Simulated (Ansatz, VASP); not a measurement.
## One calculation of TaH5, two programs

```
CELL_PARAMETERS angstrom
4.89513 0.00000 0.00000
0.00000 4.89513 0.00000
0.00000 0.00000 2.48161
ATOMIC_POSITIONS crystal
Ta 0.50000 0.50000 0.00000
H 0.08885 0.50000 0.00000
H 0.91115 0.50000 0.00000
H 0.50000 0.08885 0.00000
H 0.50000 0.91115 0.00000
H 0.00000 0.00000 0.50000
```

Alike in both runs: functional PBE; k mesh 4 × 4 × 6; occupations gaussian, width 0.1 eV; no spin polarisation.

Ansatz relaxed the structure, and its values are those at the end. VASP's run is a single point on that final structure, the one shown.

|  | VASP | Ansatz |
| --- | --- | --- |
| version | VASP 6.6.1 | Ansatz 0.2.0 |
| potentials or method | VASP PAW PBE potentials, release 64 (Ta_pv, H), cutoff 520 eV | scalar-relativistic, plane waves, PAW |
| valence electrons in the cell | 16 | 18 |

```csv
,VASP,Ansatz,Ansatz less VASP
gap on the k mesh at the Fermi level (eV),none,none,-
pressure (GPa),0.1,0.2,+0.10
```

A gap of «none» marks a metal or a gap that the smearing closes. With one functional, cell and mesh, what is left measures potentials, basis and numerics. VASP's potentials hold 16 valence electrons a cell and Ansatz's 18, so a difference there can come from the potentials and not from the codes.

The k mesh is coarse, so the values compare programs but aren't converged. Neither program's run includes spin-orbit coupling.
